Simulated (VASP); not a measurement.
TiAl, 2 atoms in the cell. Symmetry: P-6m2, No. 187, hexagonal system. The conventional cell has a = 2.953 Å, b = 2.953 Å, c = 4.927 Å, α = 90.00°, β = 90.00°, γ = 120.00°. Ti (site symmetry -6m2) has 6 Ti at 2.95 Å and 6 Al at 3.00 Å within 3.9 Å. Within 3.9 Å of Al (site symmetry -6m2) lie 6 Al at 2.95 Å and 6 Ti at 3.00 Å. 

| Quantity | Value |
| --- | --- |
| Program | VASP 6.6.1 |
| Task | single point |
| Functional | PBE |
| Potentials or basis | VASP PAW PBE potentials, release 64 (Ti_sv, Al) |
| Cutoff | 520 eV |
| k mesh | 18 × 18 × 10 |
| Occupations | gaussian, width 0.15 eV |
| Spin | no spin polarisation |
| Dipole correction | no |
| Further INCAR settings | ALGO = Normal; EDIFF = 1e-06; NBANDS = 14 |

Potentials or basis: VASP PAW PBE potentials, release 64 (Ti_sv, Al).

Launch:

```console
$ cat potpaw_PBE.64/Ti_sv/POTCAR potpaw_PBE.64/Al/POTCAR > POTCAR
$ mpirun -np 1 vasp_std > vasp.out
```

Hardware: 1 thread of Intel Xeon 8259CL (shared host).

Problem. How long does it take, and how much memory?

Solution. Wall time 2.5 min on 1 thread of Intel Xeon 8259CL, with other jobs on the host, peak memory 0.25 GiB. Counts: scf iterations 14, k points 222.
